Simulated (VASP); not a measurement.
# SiC (I-4m2) in VASP: further runs

SiC is run at these levels: PBE; tasks: single point.

All numbers are computed with VASP 6.6.1; they aren't measurements. Logs are shortened: lines on timing, memory, paths and dates and some standing lists are left out, and cuts for length are marked.

### Step 1. The cell of the first run

Symmetry: I-4m2, No. 119, tetragonal system. Conventional cell: a = 3.075 Å, b = 3.075 Å, c = 4.087 Å, α = 90.00°, β = 90.00°, γ = 90.00°. Si (site symmetry -4m2) has 4 C at 1.85 Å within 2.4 Å. C (site symmetry -4m2) has 4 Si at 1.85 Å within 2.4 Å.

### Step 2. Single point, PBE (strain -0.0600 x Voigt [0, 1, 0, 0, 0, 0])

Contents of INCAR:

```
ALGO = Normal ; EDIFF = 1E-6
ENCUT = 520 ; GGA = PE
ISIF = 2 ; ISMEAR = 0
LASPH = T ; LCHARG = T
LELF = T ; LREAL = F
LVHAR = T ; LWAVE = F
NBANDS = 11 ; NELM = 60
PREC = Accurate ; SIGMA = 0.05
```

Contents of KPOINTS:

```
k-points
0
Gamma
  12 12 12
```

Contents of POSCAR:

```
SiC
1.0
    0.0000000000      2.0435600000      2.1740000000
    2.1740000000      0.0000000000      2.1740000000
    2.1740000000      2.0435600000      0.0000000000
Si C
1 1
Direct
    0.0000000000      0.0000000000      0.0000000000
    0.7500000000      0.7500000000      0.7500000000
```

Potentials or basis: VASP PAW PBE potentials, release 64 (Si, C).

Command:

```bash
$ cat potpaw_PBE.64/Si/POTCAR potpaw_PBE.64/C/POTCAR > POTCAR
$ mpirun -np 1 vasp_std > vasp.out
```

OUTCAR:

```text
EDIFF = 1E-6
   ENCUT = 520
   GGA = PE
   ISIF = 2
   ISMEAR = 0
   LASPH = T
   LREAL = F
   NELM = 60
   PREC = Accurate

 ion  position               nearest neighbor table
   1  0.000  0.000  0.000-   2 1.85   2 1.85   2 1.85   2 1.85
   2  0.750  0.750  0.750-   1 1.85   1 1.85   1 1.85   1 1.85

  LATTYP: Found a body centered tetragonal cell.
 ALAT       =     3.0745002846
 C/A-ratio  =     1.3293607486

  Lattice vectors:

 A1 = (   0.0000000000,  -2.0435600000,   2.1740000000)
 A2 = (   0.0000000000,  -2.0435600000,  -2.1740000000)
 A3 = (   2.1740000000,   2.0435600000,   0.0000000000)

Analysis of symmetry for initial positions (statically):
=====================================================================
 Subroutine PRICEL returns:
 Original cell was already a primitive cell.

 Routine SETGRP: Setting up the symmetry group for a
 body centered tetragonal supercell.

 Subroutine GETGRP returns: Found  8 space group operations
 (whereof  8 operations were pure point group operations)
 out of a pool of 16 trial point group operations.

The static configuration has the point symmetry D_2d.

Analysis of symmetry for dynamics (positions and initial velocities):
=====================================================================
 Subroutine PRICEL returns:
 Original cell was already a primitive cell.

 Routine SETGRP: Setting up the symmetry group for a
 body centered tetragonal supercell.

 Subroutine GETGRP returns: Found  8 space group operations
 (whereof  8 operations were pure point group operations)
 out of a pool of 16 trial point group operations.

The dynamic configuration has the point symmetry D_2d.

 Subroutine INISYM returns: Found  8 space group operations
 (whereof  8 operations are pure point group operations),
 and found     1 'primitive' translations

----------------------------------------------------------------------------------------

                                     Primitive cell

  volume of cell :      19.3169

  direct lattice vectors                    reciprocal lattice vectors
     0.000000000  2.043560000  2.174000000    -0.229990800  0.244671064  0.229990800
     2.174000000  0.000000000  2.174000000     0.229990800 -0.244671064  0.229990800
     2.174000000  2.043560000  0.000000000     0.229990800  0.244671064 -0.229990800

  length of vectors
     2.983691250  3.074500285  2.983691250     0.407007944  0.407007944  0.407007944

  position of ions in fractional coordinates (direct lattice)
     0.000000000  0.000000000  0.000000000
     0.750000000  0.750000000  0.750000000

  ion indices of the primitive-cell ions
   primitive index   ion index
                 1           1
                 2           2

----------------------------------------------------------------------------------------

 KPOINTS: k-points

Automatic generation of k-mesh.
 Grid dimensions read from file:
 generate k-points for:   12   12   12

 Generating k-lattice:

  Cartesian coordinates                     Fractional coordinates (reciprocal lattice)
    -0.019165900  0.020389255  0.019165900     0.083333333  0.000000000 -0.000000000
     0.019165900 -0.020389255  0.019165900     0.000000000  0.083333333  0.000000000
     0.019165900  0.020389255 -0.019165900    -0.000000000  0.000000000  0.083333333

  Length of vectors
     0.033917329  0.033917329  0.033917329

  Shift w.r.t. Gamma in fractional coordinates (k-lattice)
     0.000000000  0.000000000  0.000000000

 Subroutine IBZKPT returns following result:
 ===========================================

 Found    163 irreducible k-points:

 Following reciprocal coordinates:
            Coordinates               Weight
  0.000000  0.000000  0.000000      1.000000
  0.083333  0.000000  0.000000      8.000000
  0.166667  0.000000 -0.000000      8.000000
  0.250000  0.000000  0.000000      8.000000
  0.333333  0.000000  0.000000      8.000000
  0.416667  0.000000 -0.000000      8.000000
[... 16 lines left out ...]
  0.500000  0.166667 -0.000000     16.000000
 -0.416667  0.166667  0.000000     16.000000
 [... further k-points ...]
   k-points           NKPTS =    163   k-points in BZ     NKDIM =    163   number of bands    NBANDS=     11
   number of dos      NEDOS =    301   number of ions     NIONS =      2
   total plane-waves  NPLWV =  13824
   dimension x,y,z NGX =    24 NGY =   24 NGZ =   24
   dimension x,y,z NGXF=    48 NGYF=   48 NGZF=   48
   ions per type =               1   1
   NGX,Y,Z   is equivalent  to a cutoff of  13.37, 12.98, 13.37 a.u.
   NGXF,Y,Z  is equivalent  to a cutoff of  26.74, 25.95, 26.74 a.u.
 SYSTEM =  unknown system
   PREC   = accura    normal or accurate (medium, high low for compatibility)
   ISTART =      0    job   : 0-new  1-cont  2-samecut
   ICHARG =      2    charge: 1-file 2-atom 10-const
   ISPIN  =      1    spin polarized calculation?
   LNONCOLLINEAR =      F non collinear calculations
   LSORBIT =      F    spin-orbit coupling
   LASPH  =      T    aspherical Exc in radial PAW
   ENCUT  =  520.0 eV  38.22 Ry    6.18 a.u.   5.55  5.72  5.55*2*pi/ulx,y,z
   NELM   =     60;   NELMIN=  2; NELMDL= -5     # of ELM steps
   EDIFF  = 0.1E-05   stopping-criterion for ELM
   LREAL  =      F    real-space projection
   EDIFFG = 0.1E-04   stopping-criterion for IOM
   NSW    =      0    number of steps for IOM
   IBRION =     -1    ionic relax: 0-MD 1-quasi-New 2-CG
   NFREE  =      0    steps in history (QN), initial steepest desc. (CG)
   ISIF   =      2    stress and relaxation
   ISYM   =      2    0-nonsym 1-usesym 2-fastsym
   POTIM  = 0.5000    time-step for ionic-motion
   TEBEG  =    0.0;   TEEND  =   0.0 temperature during run
   PSTRESS=    0.0 pullay stress
   NELECT =       8.0000    total number of electrons
   NUPDOWN=      -1.0000    fix difference up-down
   EMIN   =  10.00;   EMAX   =-10.00  energy-range for DOS
   EFERMI =   0.00;   METHOD = LEGACY
   ISMEAR =     0;   SIGMA  =   0.05  broadening in eV -4-tet -1-fermi 0-gaus
   EFERMI_NEDOS =   21; number of points for ismear=-14 and -15
   IALGO  =     38    algorithm
   IMIX   =      4    mixing-type and parameters
     AMIX     =   0.40;   BMIX     =  1.00
     AMIX_MAG =   1.60;   BMIX_MAG =  1.00
  volume/ion in A,a.u.               =       9.66        65.18
  Fermi-wavevector in a.u.,A,eV,Ry     =   1.220280  2.305994 20.260193  1.489082
  Thomas-Fermi vector in A             =   2.355502
   LORBIT       =      0    0 simple, 1 ext, 2 COOP (PROOUT), +10 PAW based schemes
   GGA     = PE    functional components
   LHFCALC =     F    Hartree Fock is set to
   AEXX    =    0.0000 exact exchange contribution
   IVDW    =     0    specifies the selected vdW correction
   LEPSILON=     F    determine dielectric tensor
   LRPA    =     F    only Hartree local field effects (RPA)
 non-spin polarized calculation
 Gauss-broadening in eV      SIGMA  =   0.05
  energy-cutoff  :      520.00
  volume of cell :       19.32
 maximum number of plane-waves:       534
 NGX is ok and might be reduce to    24
   NGX = 11   NGY = 11   NGZ = 11

 number of electron       7.9999999 magnetization

 Free energy of the ion-electron system (eV)
  ---------------------------------------------------
  ext. energy  EPLUGINS =         0.00000000
  ---------------------------------------------------
  free energy    TOTEN  =       -14.92236838 eV

  energy without entropy =      -14.92236838  energy(sigma->0) =      -14.92236838

 E-fermi :   9.4041     XC(G=0): -11.6637

 val. band max:        9.1714619295   @ k =   0.0000   0.0000   0.0000
 cond. band min:       9.8285737782   @ k =   0.5000   0.0000   0.5000
 fundamental gap:      0.6571118487
 Fermi energy:         9.4040608959

 k-point     1 :       0.0000    0.0000    0.0000
  band No.  band energies     occupation
      1      -7.0507      2.00000
      2       8.7854      2.00000
      3       8.7854      2.00000
      4       9.1715      2.00000
      5      15.9338      0.00000
      6      16.6127      0.00000
      7      16.7770      0.00000
      8      16.7770      0.00000
      9      22.8456      0.00000
     10      24.5658      0.00000
     11      25.9107      0.00000

 k-point     2 :       0.0833    0.0000    0.0000
  band No.  band energies     occupation
      1      -6.9070      2.00000
      2       8.1516      2.00000
      3       8.6671      2.00000
      4       8.9983      2.00000
      5      16.0829      0.00000
      6      16.7303      0.00000
      7      16.9348      0.00000
      8      17.0800      0.00000
      9      22.2180      0.00000
     10      23.5280      0.00000
     11      26.1385      0.00000

 k-point     3 :       0.1667    0.0000   -0.0000
  band No.  band energies     occupation
      1      -6.4798      2.00000
      2       6.4925      2.00000
      3       8.3744      2.00000
      4       8.7846      2.00000
      5      15.7974      0.00000
      6      17.1362      0.00000
      7      17.2494      0.00000
      8      18.0081      0.00000
      9      21.7184      0.00000
     10      22.5139      0.00000
     11      25.5032      0.00000
[... 267 lines left out ...]
 k-point    23 :       0.5000    0.1667   -0.0000
  band No.  band energies     occupation
      1      -3.1319      2.00000
      2       0.8666      2.00000
      3       5.8101      2.00000
      4       7.3304      2.00000
      5      14.1173      0.00000
      6      16.7997      0.00000
      7      18.7179      0.00000
      8      20.2993      0.00000
      9      23.5673      0.00000
     10      26.6523      0.00000
     11      28.0210      0.00000

 k-point    24 :      -0.4167    0.1667    0.0000
  band No.  band energies     occupation
      1      -2.8640      2.00000
      2       0.5223      2.00000
      3       5.4880      2.00000
      4       7.5710      2.00000
      5      14.4893      0.00000
      6      16.6661      0.00000
      7      18.4489      0.00000
      8      20.6149      0.00000
      9      24.1930      0.00000
     10      25.2624      0.00000
     11      27.7441      0.00000

 [... further k-points ...]

------------------------ aborting loop because EDIFF is reached ----------------------------------------

  FORCE on cell =-STRESS in cart. coord.  units (eV):
  Direction    XX          YY          ZZ          XY          YZ          ZX
  --------------------------------------------------------------------------------------
  -------------------------------------------------------------------------------------
  Total        1.9154360      3.5702909      1.9154360      0.0000000      0.0000000      0.0000000
  in kB      158.8699515    296.1268024    158.8699515      0.0000000      0.0000000      0.0000000
  external PRESSURE =     204.6222351 kB  Pullay stress =       0.0000000 kB

 VOLUME and BASIS-vectors are now :
 -----------------------------------------------------------------------------
  energy-cutoff  :      520.00
  volume of cell :       19.32
      direct lattice vectors                 reciprocal lattice vectors
     0.000000000  2.043560000  2.174000000    -0.229990800  0.244671064  0.229990800
     2.174000000  0.000000000  2.174000000     0.229990800 -0.244671064  0.229990800
     2.174000000  2.043560000  0.000000000     0.229990800  0.244671064 -0.229990800

 POSITION                                       TOTAL-FORCE (eV/Angst)
 -----------------------------------------------------------------------------------
      0.00000      0.00000      0.00000        -0.000000      0.000000     -0.000000
      3.26100      3.06534      3.26100         0.000000     -0.000000      0.000000
 -----------------------------------------------------------------------------------
    total drift:                               -0.000000      0.000000     -0.000000

  FREE ENERGIE OF THE ION-ELECTRON SYSTEM (eV)
  ---------------------------------------------------
  free  energy   TOTEN  =       -14.9223683767 eV

  energy  without entropy=      -14.9223683767  energy(sigma->0) =      -14.92236838
```

Run time: 24 s. Hardware: 1 thread of Intel Xeon Platinum 8375C at 2.90GHz (Ice Lake), shared host; peak memory 0.15 GiB.

What came out:

```
Free energy            : -14.9224 eV
Pressure               : 20.5 GPa
Band gap on the k mesh : 0.66 eV, indirect (least direct gap 4.54 eV)
```

Levels at points of the mesh, in eV from the valence-band top:
```tsv
k point	band 1	band 2	band 3	band 4	band 5	band 6	band 7	band 8
(0.00, 0.00, 0.00)	-16.22	-0.39	-0.39	0.00	6.76	7.44	7.61	7.61
(0.50, 0.00, 0.00)	-12.38	-9.18	-1.71	-0.96	5.48	6.75	8.08	10.25
(0.50, 0.50, 0.00)	-11.04	-8.55	-3.37	-3.29	1.25	4.68	13.62	14.99
(0.50, 0.00, 0.50)	-10.51	-7.74	-4.04	-4.04	0.66	3.56	14.37	14.37
```

Caveat: the cell differs from its parent crystal (strain -0.0600 x Voigt [0, 1, 0, 0, 0, 0]).

### Step 3. Single point, PBE (strain -0.0450 x Voigt [0, 1, 0, 0, 0, 0])

Contents of INCAR:

```
ALGO = Normal
EDIFF = 1E-6
ENCUT = 520
GGA = PE
ISIF = 2
ISMEAR = 0
LASPH = True
LCHARG = False
LREAL = False
LWAVE = False
NBANDS = 11
NELM = 80
PREC = Accurate
SIGMA = 0.05
```

KPOINTS is that of step 2.

Contents of POSCAR:

```
SiC
1.0
    0.0000000000      2.0761700000      2.1740000000
    2.1740000000      0.0000000000      2.1740000000
    2.1740000000      2.0761700000      0.0000000000
Si C
1 1
Direct
    0.0000000000      0.0000000000      0.0000000000
    0.7500000000      0.7500000000      0.7500000000
```

Potentials or basis: VASP PAW PBE potentials, release 64 (Si, C).

Command:

```bash
$ cat potpaw_PBE.64/Si/POTCAR potpaw_PBE.64/C/POTCAR > POTCAR
$ mpirun -np 1 vasp_std > vasp.out
```

OUTCAR:

```text
EDIFF = 1E-6
   ENCUT = 520
   GGA = PE
   ISIF = 2
   ISMEAR = 0
   LASPH = True
   LREAL = False
   NELM = 80
   PREC = Accurate

 ion  position               nearest neighbor table
   1  0.000  0.000  0.000-   2 1.85   2 1.85   2 1.85   2 1.85
   2  0.750  0.750  0.750-   1 1.85   1 1.85   1 1.85   1 1.85

  LATTYP: Found a body centered tetragonal cell.
 ALAT       =     3.0745002846
 C/A-ratio  =     1.3505739521

  Lattice vectors:

 A1 = (   0.0000000000,  -2.0761700000,   2.1740000000)
 A2 = (   0.0000000000,  -2.0761700000,  -2.1740000000)
 A3 = (   2.1740000000,   2.0761700000,   0.0000000000)

Analysis of symmetry for initial positions (statically):
=====================================================================
 Subroutine PRICEL returns:
 Original cell was already a primitive cell.

 Routine SETGRP: Setting up the symmetry group for a
 body centered tetragonal supercell.

 Subroutine GETGRP returns: Found  8 space group operations
 (whereof  8 operations were pure point group operations)
 out of a pool of 16 trial point group operations.

The static configuration has the point symmetry D_2d.

[... 172 lines left out ...]
      3       8.6231      2.00000
      4       8.9168      2.00000
      5      15.5633      0.00000
      6      16.3278      0.00000
      7      16.4503      0.00000
      8      16.4503      0.00000
      9      22.8163      0.00000
     10      24.1380      0.00000
     11      25.8042      0.00000
[... 309 lines left out ...]
 k-point    24 :      -0.4167    0.1667   -0.0000
  band No.  band energies     occupation
      1      -2.9962      2.00000
      2       0.4220      2.00000
      3       5.3857      2.00000
      4       7.3358      2.00000
      5      14.1936      0.00000
      6      16.5267      0.00000
      7      17.9631      0.00000
      8      20.3053      0.00000
      9      23.9257      0.00000
     10      24.7730      0.00000
     11      27.3786      0.00000

 [... further k-points ...]

------------------------ aborting loop because EDIFF is reached ----------------------------------------

  FORCE on cell =-STRESS in cart. coord.  units (eV):
  Direction    XX          YY          ZZ          XY          YZ          ZX
  --------------------------------------------------------------------------------------
  -------------------------------------------------------------------------------------
  Total        1.5472597      2.8531805      1.5472597     -0.0000000      0.0000000      0.0000000
  in kB      126.3170013    232.9313000    126.3170013     -0.0000000      0.0000000      0.0000000
  external PRESSURE =     161.8551009 kB  Pullay stress =       0.0000000 kB

 VOLUME and BASIS-vectors are now :
 -----------------------------------------------------------------------------
  energy-cutoff  :      520.00
  volume of cell :       19.63
      direct lattice vectors                 reciprocal lattice vectors
     0.000000000  2.076170000  2.174000000    -0.229990800  0.240828063  0.229990800
     2.174000000  0.000000000  2.174000000     0.229990800 -0.240828063  0.229990800
     2.174000000  2.076170000  0.000000000     0.229990800  0.240828063 -0.229990800

 POSITION                                       TOTAL-FORCE (eV/Angst)
 -----------------------------------------------------------------------------------
      0.00000      0.00000      0.00000        -0.000000     -0.000000     -0.000000
      3.26100      3.11425      3.26100         0.000000      0.000000      0.000000
 -----------------------------------------------------------------------------------
    total drift:                               -0.000000      0.000000     -0.000000

  FREE ENERGIE OF THE ION-ELECTRON SYSTEM (eV)
  ---------------------------------------------------
  free  energy   TOTEN  =       -14.9733343825 eV

  energy  without entropy=      -14.9733343825  energy(sigma->0) =      -14.97333438
```

Run time: 21 s. Hardware: 1 thread of Intel Xeon Platinum 8375C at 2.90GHz (Ice Lake), shared host; peak memory 0.15 GiB.

What came out:

* Free energy: -14.9733 eV
* Pressure: 16.2 GPa
* Band gap on the k mesh: 0.83 eV, indirect (least direct gap 4.54 eV)

Stress tensor (GPa, compression positive):
```
12.63  0.00  0.00
 0.00 23.29  0.00
 0.00  0.00 12.63
```

Caveat: the cell differs from its parent crystal (strain -0.0450 x Voigt [0, 1, 0, 0, 0, 0]).
